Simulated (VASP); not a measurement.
Input of a VASP 6.6.1 run:

File INCAR:

```
SYSTEM = Mo
PREC = Accurate
ENCUT = 500
EDIFF = 1E-6
ISMEAR = 1
SIGMA = 0.25
LREAL = .FALSE.
LASPH = .TRUE.
NELM = 120
ALGO = Normal
ISIF = 2
LWAVE = .FALSE.
LCHARG = .FALSE.
GGA = PS
NBANDS = 13
GGA_COMPAT = .FALSE.
```

Contents of KPOINTS:

```
Automatic mesh
0
G
  8 8 7
  0 0 0
```

File POSCAR:

```
Mo
1.0
    2.7355104000      0.0000000000      0.0000000000
   -1.3677552000      2.3690214987      0.0000000000
    0.0000000000      0.0000000000      2.5551807000
Mo
1
Direct
    0.0000000000      0.0000000000      0.5000000000
```

Potentials or basis: VASP PAW PBE potentials, release 64 (Mo_sv).

Launch:

```sh
$ cat potpaw_PBE.64/Mo_sv/POTCAR > POTCAR
$ mpirun -np 1 vasp_std > vasp.out
```

What does it give for the pressure?

-4.2 GPa.

Predict the band gap on the k mesh.

zero (bands 7 and 8 overlap by 1.85 eV).

Stress tensor (GPa, compression positive):
```
  0.06   0.00   0.00
  0.00   0.06   0.00
  0.00   0.00 -12.86
```

Caveat: the cell stands under tension; the PAW data sets were made with another functional, which shifts forces and pressure a little.
